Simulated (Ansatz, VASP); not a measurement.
## One calculation of Sn, two programs

```
Sn
1.0
     3.36529    0.00000    0.00000
    -1.68264    2.91442    0.00000
     0.00000    0.00000    5.59168
Sn
2
Direct
  0.33333 0.66667 0.25000
  0.66667 0.33333 0.75000
```

Alike in both runs: task single point; functional RPBE; k mesh 12 × 12 × 6; occupations fermi-dirac, width 0.1 eV; no spin polarisation.

|  | VASP | Ansatz |
| --- | --- | --- |
| version | VASP 6.6.1 | Ansatz 0.2.0 |
| potentials or method | VASP PAW PBE potentials, release 64 (Sn_d), cutoff 520 eV | plane waves (420 eV) with PAW, scalar-relativistic |
| valence electrons in the cell | 28 | 28 |

```tsv
	VASP	Ansatz	Ansatz less VASP
pressure (GPa)	2.0	2.1	+0.06
traceless stress, the component that is largest in VASP (GPa)	-0.75	-0.75	0.000
```

VASP's potentials were made for PBE, not for RPBE. The functional is the same, so the differences come from potentials, cutoffs and numerics.
